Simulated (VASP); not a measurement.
A run of VASP 6.6.1 is set up as follows.

File INCAR:

```
PREC = Accurate
ENCUT = 520
EDIFF = 1E-8
ISMEAR = -1
SIGMA = 0.05
LREAL = F
LASPH = T
NELM = 100
ALGO = Normal
ISIF = 2
LWAVE = F
LCHARG = T
GGA = PS
IBRION = 8
NSW = 1
```

KPOINTS

```
regular mesh
0
Gamma
  10 10 9
```

Contents of POSCAR:

```
TaN
1.0
    2.9380000000      0.0000000000      0.0000000000
   -1.4690000000      2.5443826363      0.0000000000
    0.0000000000      0.0000000000      2.8830000000
Ta N
1 1
Direct
    0.0000000000      0.0000000000      0.5000000000
    0.6666666667      0.3333333333      0.0000000000
```

Potentials or basis: VASP PAW PBE potentials, release 64 (Ta_pv, N).

Launch:

```console
$ cat potpaw_PBE.64/Ta_pv/POTCAR potpaw_PBE.64/N/POTCAR > POTCAR
$ mpirun -np 1 vasp_std > vasp.out
```

**Question.** Estimate the highest phonon frequency at Γ, LO-TO splitting left out.

**Answer.** 538 cm⁻¹.

Phonon frequencies in cm⁻¹ (negative: imaginary):
```csv
q point,frequencies
"(0.000, 0.000, 0.000)",0 0 0 524 524 538
```

Caveat: the cell wasn't relaxed at this level first, which shifts response properties.
